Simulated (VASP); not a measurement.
A run of VASP 6.6.1:

File POSCAR:

```
PbSe
1.0
    4.3118469501      0.0361350205      0.5182722355
    0.0262134242      4.3112897383     -0.5201241701
   -0.7601738547     -3.5813327021      6.5746399759
Pb Se
2 2
Direct
    0.7418367077      1.0104324458      0.7498052709
    0.2418471651      0.0105315389      0.2498952974
    0.2430843889      0.5075195369      0.7491070125
    0.7430767383      0.5076244784      0.2492144192
```

The input INCAR.step1:

```
SYSTEM = PbSe
  PREC = Accurate
  ENCUT = 520
  ISMEAR = 0
  SIGMA = 0.01
  LREAL = .FALSE.
  LASPH = .TRUE.
  NELM = 60
  NBANDS = 28
  GGA = PE
  ALGO = Normal
  EDIFF = 1E-4
  LWAVE = .TRUE.
  LCHARG = .FALSE.
```

File INCAR.step2:

```
SYSTEM = PbSe
  PREC = Accurate
  ENCUT = 520
  EDIFF = 1E-6
  ISMEAR = 0
  SIGMA = 0.01
  LREAL = .FALSE.
  LASPH = .TRUE.
  NELM = 60
  ALGO = Normal
  ISIF = 2
  LWAVE = .FALSE.
  LCHARG = .FALSE.
  METAGGA = R2SCAN
  LMIXTAU = .TRUE.
  NBANDS = 28
  ISTART = 1
```

KPOINTS

```
Automatic mesh
0
G
  6 8 4
  0 0 0
```

Potentials or basis: VASP PAW PBE potentials, release 64 (Pb_d, Se).

Command:

```console
$ cat potpaw_PBE.64/Pb_d/POTCAR potpaw_PBE.64/Se/POTCAR > POTCAR
$ cp INCAR.step1 INCAR
$ mpirun -np 1 vasp_std > vasp.out
$ cp INCAR.step2 INCAR
$ mpirun -np 1 vasp_std > vasp.out
```

Hardware: 1 thread of Intel(R) Xeon(R) 6975P-C (Granite Rapids) (shared host).

Estimate the wall time of this run.

It took 6.1 min on 1 thread of Intel(R) Xeon(R) 6975P-C (Granite Rapids) (shared host), peak memory 0.43 GiB. Counts: k points 100.
